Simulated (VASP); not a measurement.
# Ga (Cmce) in VASP: relaxation of shape and atoms at fixed volume with PBEsol

Aim: the relaxation of shape and atoms at fixed volume of Ga with PBEsol.

All numbers are computed with VASP 6.6.1; they aren't measurements. Logs are shortened: lines on timing, memory, paths and dates and some standing lists are left out, and cuts for length are marked.

**1. The cell of the first run**

The structure is orthorhombic, space group Cmce (No. 64). The conventional cell has a = 4.272 Å, b = 7.309 Å, c = 4.299 Å, α = 90.00°, β = 90.00°, γ = 90.00°. Within 3.1 Å of Ga (site symmetry m) lie 7 Ga at 2.38 to 2.64 Å.

**2. Relaxation of shape and atoms at fixed volume, PBEsol (16.78 Å³/atom)**

INCAR reads:

```
ALGO = Fast ; EDIFF = 1E-7
EDIFFG = -0.01 ; ENCUT = 600
GGA = PS ; IBRION = 2
ISIF = 4 ; ISMEAR = 0
LASPH = T ; LCHARG = F
LREAL = F ; LWAVE = F
NELM = 80 ; NSW = 50
PREC = Accurate ; SIGMA = 0.1
```

KPOINTS reads:

```
k-points
0
Gamma
  12 12 10
```

POSCAR reads:

```
Ga
1.0
    2.1357655558     -3.6543633420      0.0000000000
    2.1357655558      3.6543633420      0.0000000000
    0.0000000000      0.0000000000      4.2986828512
Ga
4
Direct
    0.8447129989      0.1552870011      0.0829761814
    0.6552870011      0.3447129989      0.5829761814
    0.1552870011      0.8447129989      0.9170238186
    0.3447129989      0.6552870011      0.4170238186
```

Potentials or basis: VASP PAW PBE potentials, release 64 (Ga_d).

Command:

```
$ cat potpaw_PBE.64/Ga_d/POTCAR > POTCAR
$ mpirun -np 1 vasp_std > vasp.out
```

OUTCAR:

```text
EDIFF = 1E-7
   EDIFFG = -0.01
   ENCUT = 600
   GGA = PS
   IBRION = 2
   ISIF = 4
   ISMEAR = 0
   LASPH = T
   LREAL = F
   NELM = 80
   NSW = 50
   PREC = Accurate

 ion  position               nearest neighbor table
   1  0.845  0.155  0.083-   3 2.38   2 2.56   2 2.56   4 2.57   4 2.57   3 2.64   3 2.64
   2  0.655  0.345  0.583-   4 2.38   1 2.56   1 2.56   3 2.57   3 2.57   4 2.64   4 2.64
   3  0.155  0.845  0.917-   1 2.38   4 2.56   4 2.56   2 2.57   2 2.57   1 2.64   1 2.64
   4  0.345  0.655  0.417-   2 2.38   3 2.56   3 2.56   1 2.57   1 2.57   2 2.64   2 2.64

  LATTYP: Found a base centered orthorhombic cell.
 ALAT       =     4.2715311116
 B/A-ratio  =     1.7110320616
 C/A-ratio  =     1.0063564420

  Lattice vectors:

 A1 = (   2.1357655558,  -3.6543633420,   0.0000000000)
 A2 = (   2.1357655558,   3.6543633420,   0.0000000000)
 A3 = (   0.0000000000,   0.0000000000,   4.2986828512)

Analysis of symmetry for initial positions (statically):
=====================================================================
 Subroutine PRICEL returns:
 Original cell was already a primitive cell.

 Routine SETGRP: Setting up the symmetry group for a
 base centered orthorhombic supercell.

 Subroutine GETGRP returns: Found  8 space group operations
 (whereof  4 operations were pure point group operations)
 out of a pool of  8 trial point group operations.

The static configuration has the point symmetry C_2h.
 The point group associated with its full space group is D_2h.

Analysis of symmetry for dynamics (positions and initial velocities):
=====================================================================
 Subroutine PRICEL returns:
 Original cell was already a primitive cell.

 Routine SETGRP: Setting up the symmetry group for a
 base centered orthorhombic supercell.

 Subroutine GETGRP returns: Found  8 space group operations
 (whereof  4 operations were pure point group operations)
 out of a pool of  8 trial point group operations.

The dynamic configuration has the point symmetry C_2h.
 The point group associated with its full space group is D_2h.

 Subroutine INISYM returns: Found  8 space group operations
 (whereof  4 operations are pure point group operations),
 and found     1 'primitive' translations

----------------------------------------------------------------------------------------

                                     Primitive cell

  volume of cell :      67.1013

  direct lattice vectors                    reciprocal lattice vectors
     2.135765556 -3.654363342  0.000000000     0.234108092 -0.136822739  0.000000000
     2.135765556  3.654363342  0.000000000     0.234108092  0.136822739  0.000000000
     0.000000000  0.000000000  4.298682851     0.000000000  0.000000000  0.232629397

  length of vectors
     4.232713780  4.232713780  4.298682851     0.271158737  0.271158737  0.232629397

  position of ions in fractional coordinates (direct lattice)
     0.844712999  0.155287001  0.082976181
     0.655287001  0.344712999  0.582976181
     0.155287001  0.844712999  0.917023819
     0.344712999  0.655287001  0.417023819

  ion indices of the primitive-cell ions
   primitive index   ion index
                 1           1
                 2           2
                 3           3
                 4           4

----------------------------------------------------------------------------------------

 KPOINTS: k-points

Automatic generation of k-mesh.
 Grid dimensions read from file:
 generate k-points for:   12   12   10

 Generating k-lattice:

  Cartesian coordinates                     Fractional coordinates (reciprocal lattice)
     0.019509008 -0.011401895  0.000000000     0.083333333  0.000000000  0.000000000
     0.019509008  0.011401895  0.000000000     0.000000000  0.083333333  0.000000000
     0.000000000  0.000000000  0.023262940     0.000000000  0.000000000  0.100000000

  Length of vectors
     0.022596561  0.022596561  0.023262940

  Shift w.r.t. Gamma in fractional coordinates (k-lattice)
     0.000000000  0.000000000  0.000000000

 Subroutine IBZKPT returns following result:
 ===========================================

 Found    258 irreducible k-points:

 Following reciprocal coordinates:
            Coordinates               Weight
  0.000000  0.000000  0.000000      1.000000
  0.083333 -0.000000  0.000000      4.000000
  0.166667  0.000000  0.000000      4.000000
  0.250000 -0.000000  0.000000      4.000000
  0.333333 -0.000000  0.000000      4.000000
  0.416667  0.000000  0.000000      4.000000
[... 16 lines left out ...]
  0.500000  0.166667  0.000000      4.000000
 -0.416667  0.166667  0.000000      4.000000
 [... further k-points ...]
   k-points           NKPTS =    258   k-points in BZ     NKDIM =    258   number of bands    NBANDS=     31
   number of dos      NEDOS =    301   number of ions     NIONS =      4
   total plane-waves  NPLWV =  46656
   dimension x,y,z NGX =    36 NGY =   36 NGZ =   36
   dimension x,y,z NGXF=    72 NGYF=   72 NGZF=   72
   ions per type =               4
   NGX,Y,Z   is equivalent  to a cutoff of  14.14, 14.14, 13.92 a.u.
   NGXF,Y,Z  is equivalent  to a cutoff of  28.28, 28.28, 27.85 a.u.
 SYSTEM =  unknown system
   PREC   = accura    normal or accurate (medium, high low for compatibility)
   ISTART =      0    job   : 0-new  1-cont  2-samecut
   ICHARG =      2    charge: 1-file 2-atom 10-const
   ISPIN  =      1    spin polarized calculation?
   LNONCOLLINEAR =      F non collinear calculations
   LSORBIT =      F    spin-orbit coupling
   LASPH  =      T    aspherical Exc in radial PAW
   ENCUT  =  600.0 eV  44.10 Ry    6.64 a.u.   8.45  8.45  8.59*2*pi/ulx,y,z
   NELM   =     80;   NELMIN=  2; NELMDL= -5     # of ELM steps
   EDIFF  = 0.1E-06   stopping-criterion for ELM
   LREAL  =      F    real-space projection
   EDIFFG = -.1E-01   stopping-criterion for IOM
   NSW    =     50    number of steps for IOM
   IBRION =      2    ionic relax: 0-MD 1-quasi-New 2-CG
   NFREE  =      1    steps in history (QN), initial steepest desc. (CG)
   ISIF   =      4    stress and relaxation
   ISYM   =      2    0-nonsym 1-usesym 2-fastsym
   POTIM  = 0.5000    time-step for ionic-motion
   TEBEG  =    0.0;   TEEND  =   0.0 temperature during run
   PSTRESS=    0.0 pullay stress
   NELECT =      52.0000    total number of electrons
   NUPDOWN=      -1.0000    fix difference up-down
   EMIN   =  10.00;   EMAX   =-10.00  energy-range for DOS
   EFERMI =   0.00;   METHOD = LEGACY
   ISMEAR =     0;   SIGMA  =   0.10  broadening in eV -4-tet -1-fermi 0-gaus
   EFERMI_NEDOS =   21; number of points for ismear=-14 and -15
   IALGO  =     68    algorithm
   IMIX   =      4    mixing-type and parameters
     AMIX     =   0.40;   BMIX     =  1.00
     AMIX_MAG =   1.60;   BMIX_MAG =  1.00
  volume/ion in A,a.u.               =      16.78       113.21
  Fermi-wavevector in a.u.,A,eV,Ry     =   1.503716  2.841610 30.764959  2.261161
  Thomas-Fermi vector in A             =   2.614790
   LORBIT       =      0    0 simple, 1 ext, 2 COOP (PROOUT), +10 PAW based schemes
   GGA     = PS    functional components
   LHFCALC =     F    Hartree Fock is set to
   AEXX    =    0.0000 exact exchange contribution
   IVDW    =     0    specifies the selected vdW correction
   LEPSILON=     F    determine dielectric tensor
   LRPA    =     F    only Hartree local field effects (RPA)
 conjugate gradient relaxation of ions
 non-spin polarized calculation
 RMM-DIIS sequential band-by-band and
 Gauss-broadening in eV      SIGMA  =   0.10
  energy-cutoff  :      600.00
  volume of cell :       67.10
 maximum number of plane-waves:      2282
 NGX is ok and might be reduce to    36
   NGX = 17   NGY = 17   NGZ = 17

--------------------------------------- Ionic step        1  -------------------------------------------

 number of electron      52.0000018 magnetization

 Free energy of the ion-electron system (eV)
  ---------------------------------------------------
  ext. energy  EPLUGINS =         0.00000000
  ---------------------------------------------------
  free energy    TOTEN  =       -13.13845894 eV

  energy without entropy =      -13.13522132  energy(sigma->0) =      -13.13684013

------------------------ aborting loop because EDIFF is reached ----------------------------------------

  FORCE on cell =-STRESS in cart. coord.  units (eV):
  Direction    XX          YY          ZZ          XY          YZ          ZX
  --------------------------------------------------------------------------------------
  -------------------------------------------------------------------------------------
  Total        4.4380875      4.5778024      4.5657962      0.0000000      0.0000000      0.0000000
  in kB      105.9682453    109.3042179    109.0175450      0.0000000      0.0000000      0.0000000
  external PRESSURE =     108.0966694 kB  Pullay stress =       0.0000000 kB
[... 137 lines left out ...]
  energy  without entropy=      -13.1354774032  energy(sigma->0) =      -13.13711940

--------------------------------------- Ionic step        5  -------------------------------------------

 number of electron      52.0000021 magnetization

 Free energy of the ion-electron system (eV)
  ---------------------------------------------------
  ext. energy  EPLUGINS =         0.00000000
  ---------------------------------------------------
  free energy    TOTEN  =       -13.13876927 eV

  energy without entropy =      -13.13547531  energy(sigma->0) =      -13.13712229

 E-fermi :   6.3441     XC(G=0): -11.5937

 val. band max:        6.3437631725   @ k =  -0.3333   0.1667   0.1000
 cond. band min:       6.3539502274   @ k =  -0.1667   0.0833   0.2000
 fundamental gap:      0.0101870549
 Fermi energy:         6.3441009690

 k-point     1 :       0.0000    0.0000    0.0000
  band No.  band energies     occupation
      1      -9.0607      2.00000
      2      -9.0498      2.00000
      3      -8.9875      2.00000
      4      -8.9639      2.00000
      5      -8.9489      2.00000
      6      -8.9175      2.00000
[... 805 lines left out ...]
     30       9.8073      0.00000
     31      10.7370      0.00000

 [... further k-points ...]

------------------------ aborting loop because EDIFF is reached ----------------------------------------

  FORCE on cell =-STRESS in cart. coord.  units (eV):
  Direction    XX          YY          ZZ          XY          YZ          ZX
  --------------------------------------------------------------------------------------
  -------------------------------------------------------------------------------------
  Total        4.5296658      4.4808135      4.5143736      0.0000000     -0.0000000      0.0000000
  in kB      108.1548606    106.9884124    107.7897280      0.0000000     -0.0000000      0.0000000
  external PRESSURE =     107.6443337 kB  Pullay stress =       0.0000000 kB
[... 19 lines left out ...]
  FREE ENERGIE OF THE ION-ELECTRON SYSTEM (eV)
  ---------------------------------------------------
  free  energy   TOTEN  =       -13.1387692731 eV

  energy  without entropy=      -13.1354753118  energy(sigma->0) =      -13.13712229

 reached required accuracy - stopping structural energy minimisation
```

Wall time 47 min (1 thread of Oxide Virtual Turin-like, shared host); peak memory 0.54 GiB.

Results:

| Quantity | Value |
| --- | --- |
| Free energy | -13.1388 eV |
| Energy gained by relaxing | 0.1 meV/atom |
| Ionic steps | 5 |
| Pressure after relaxing | 10.8 GPa |
| Largest force after relaxing | 0.008 eV/Å |
| Band gap on the k mesh | zero (bands 26 and 27 overlap by 1.32 eV) |

Forces on the atoms (eV/Å):
```
Ga   0.000 -0.007 -0.004
Ga   0.000  0.007 -0.004
Ga   0.000  0.007  0.004
Ga   0.000 -0.007  0.004
```

Step by step:
| step | energy change (eV) | largest force (eV/Å) | pressure (GPa) | volume (Å³) |
| --- | --- | --- | --- | --- |
| 1 | 0.0000 | 0.0339 | 10.81 | 67.10 |
| 2 | -0.0003 | 0.0086 | 10.78 | 67.10 |
| 3 | -0.0003 | 0.0046 | 10.77 | 67.10 |
| 4 | -0.0003 | 0.0074 | 10.77 | 67.10 |
| 5 | -0.0003 | 0.0084 | 10.76 | 67.10 |

Final structure:
```yaml
crystal:
  lattice:
    - [2.13104, -3.66040, 0.00000]
    - [2.13104, 3.66040, 0.00000]
    - [0.00000, 0.00000, 4.30112]
  atoms:
    - { symbol: Ga, position: [0.84505, 0.15495, 0.08309] }
    - { symbol: Ga, position: [0.65495, 0.34505, 0.58309] }
    - { symbol: Ga, position: [0.15495, 0.84505, 0.91691] }
    - { symbol: Ga, position: [0.34505, 0.65495, 0.41691] }
```

Caveat: the PAW data sets were made with another functional, which shifts forces and pressure a little.
